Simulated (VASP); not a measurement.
## HfO2: single point with PBE

HfO2:

```
Hf O
1.0
     5.29360    0.00000    0.00000
     0.00000    5.06909    0.00000
     0.00000    0.00000    5.10110
Hf O
4 8
Cartesian
  0.1726 1.3499 1.2243
  2.4742 1.3499 3.7748
  2.8194 3.7192 1.2243
  5.1210 3.7192 3.7748
  1.9344 0.3428 1.9545
  0.7124 0.3428 4.5050
  3.8602 2.3459 2.4987
  4.0802 2.3459 5.0493
  1.4334 2.7232 5.0493
  1.2134 2.7232 2.4987
  4.5812 4.7263 1.9545
  3.3592 4.7263 4.5050
```

```json
{
 "Program": "VASP 6.6.1",
 "Task": "single point",
 "Functional": "PBE",
 "Potentials or basis": "VASP PAW PBE potentials, release 64 (Hf_pv, O)",
 "Cutoff": "520 eV",
 "k mesh": "4 × 4 × 4",
 "Occupations": "gaussian, width 0.01 eV",
 "Spin": "no spin polarisation",
 "Dipole correction": "no",
 "Further INCAR settings": "ALGO = Normal; EDIFF = 1e-07; NBANDS = 56"
}
```

```
Pressure               : -3.1 GPa
Largest force          : 0.058 eV/Å
Band gap on the k mesh : 4.36 eV (least direct gap 4.57 eV)
```

Forces in eV/Å, atoms in the order of the input:
```
Hf   0.046 -0.006 -0.036
Hf  -0.046 -0.006 -0.036
Hf   0.046  0.006 -0.036
Hf  -0.046  0.006 -0.036
O   -0.015 -0.009  0.014
O    0.015 -0.009  0.014
O   -0.021  0.037  0.022
O    0.021  0.037  0.022
O    0.021 -0.037  0.022
O   -0.021 -0.037  0.022
O   -0.015  0.009  0.014
O    0.015  0.009  0.014
```

Stress tensor (GPa, compression positive):
```
-3.15  0.00  0.00
 0.00 -3.15  0.00
 0.00  0.00 -3.06
```

Levels at points of the mesh, in eV from the valence-band top:
```tsv
k point	band 40	band 41	band 42	band 43	band 44	band 45	band 46	band 47	band 48	band 49
(0.00, 0.00, 0.00)	-1.00	-0.72	-0.22	-0.11	0.00	4.79	5.03	5.19	5.52	5.61
(0.50, 0.00, 0.00)	-0.79	-0.70	-0.70	-0.39	-0.39	5.04	5.04	5.46	5.46	5.56
(0.00, 0.50, 0.00)	-0.84	-0.79	-0.43	-0.17	-0.15	4.42	4.76	4.85	5.40	5.45
(0.50, 0.50, 0.00)	-1.06	-0.67	-0.67	-0.48	-0.48	4.60	4.60	5.00	5.00	5.51
(0.00, 0.00, 0.50)	-0.94	-0.37	-0.37	-0.27	-0.27	4.51	4.51	5.14	5.14	5.89
(0.50, 0.00, 0.50)	-1.42	-0.69	-0.69	-0.69	-0.69	5.03	5.03	5.03	5.03	6.01
(0.00, 0.50, 0.50)	-1.40	-0.97	-0.97	-0.35	-0.35	4.44	4.44	4.79	4.79	5.83
(0.50, 0.50, 0.50)	-1.50	-0.84	-0.84	-0.84	-0.84	4.56	4.56	4.56	4.56	5.74
```

Run time: 2.6 min on 1 thread of Intel(R) Xeon(R) Platinum 8488C (Sapphire Rapids) (shared host), peak memory 0.32 GiB.

Caveat: the cell stands under tension; spin-orbit coupling is left out, which moves the levels of the heavy elements. A k mesh can miss the band edges.
